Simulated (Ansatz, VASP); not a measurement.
**Two plane-wave programs on FeO**

```
Fe O
1.0
     0.00000    2.37332    2.37332
     2.37332    0.00000    2.37332
     4.74664    4.74664    0.00000
Fe O
2 2
Direct
  0.00000 0.00000 0.00000
  0.00000 0.00000 0.50000
  0.25000 0.25000 0.12500
  0.25000 0.25000 0.62500
```

Alike in both runs: task single point; functional PBE; k mesh 10 × 10 × 5; occupations gaussian, width 0.05 eV; collinear spin; Hubbard terms Fe d U = 4.0 eV.

```csv
,VASP,Ansatz
version,VASP 6.6.1,Ansatz 0.2.0
potentials or method,"VASP PAW PBE potentials, release 64 (Fe, O), cutoff 520 eV","scalar-relativistic, plane waves, PAW"
valence electrons in the cell,28,44
```

|  | VASP | Ansatz | Ansatz less VASP |
| --- | --- | --- | --- |
| pressure (GPa) | -6.4 | -2.2 | +4.16 |
| net moment per atom (μB) | 0.00 | 0.00 | 0.000 |
| size of the moment on the site where the two differ most (μB) | 3.74 | 3.32 | -0.422 |

Site moments also hang on the region over which each program counts them. The programs project onto different local orbitals, so the same U acts differently, and such runs can settle in different states. VASP's potentials hold 28 valence electrons a cell and Ansatz's 44, so a difference there can come from the potentials and not from the codes. Ansatz's warnings: stability check not made.
